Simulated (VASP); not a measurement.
Input of a VASP 6.6.1 run:

Contents of INCAR:

```
PREC     = Accurate       # precision mode
ENCUT    = 600            # plane-wave cutoff, eV
EDIFF    = 1E-6           # SCF threshold, eV
ISMEAR   = 0              # smearing method
SIGMA    = 0.1            # smearing width, eV
LREAL    = F              # projectors in reciprocal space
LASPH    = T              # aspherical terms in the spheres
NELM     = 80             # most SCF steps
ALGO     = Normal         # electronic algorithm
ISIF     = 3              # what is computed and relaxed
LWAVE    = F              # write WAVECAR
LCHARG   = F              # write CHGCAR
GGA      = PE             # functional
IBRION   = 2              # ionic algorithm
NSW      = 100            # ionic steps
EDIFFG   = -0.01          # ionic threshold
```

The input KPOINTS:

```
regular mesh
0
Gamma
  8 8 8
```

POSCAR

```
Al2W2O
1.0
    4.5439355416      0.0000000000      0.0000000000
    0.0000000000      4.5439355416      0.0000000000
    0.0000000000      0.0000000000      4.7934123797
Al W O
2 2 1
Direct
    0.5000000000      0.5000000000      0.0000000000
    0.5000000000      0.5000000000      0.5000000000
    0.0000000000      0.5000000000      0.0000000000
    0.5000000000      0.0000000000      0.0000000000
    0.0000000000      0.0000000000      0.0000000000
```

Potentials or basis: VASP PAW PBE potentials, release 64 (Al, W_sv, O).

The run is started by

```console
$ cat potpaw_PBE.64/Al/POTCAR potpaw_PBE.64/W_sv/POTCAR potpaw_PBE.64/O/POTCAR > POTCAR
$ mpirun -np 1 vasp_std > vasp.out
```

**Question.** What does it give for the relaxed cell?

**Answer.** a = 4.558 Å, b = 4.558 Å, c = 4.762 Å, α = 90.00°, β = 90.00°, γ = 90.00°.

**Question.** What does it give for the relaxed volume?

**Answer.** 19.78 Å³/atom.

Final structure:
```
Al W O
1.0
     4.55769    0.00000    0.00000
     0.00000    4.55769    0.00000
     0.00000    0.00000    4.76168
Al W O
2 2 1
Direct
  0.50000 0.50000 0.00000
  0.50000 0.50000 0.50000
  0.00000 0.50000 0.00000
  0.50000 0.00000 0.00000
  0.00000 0.00000 0.00000
```
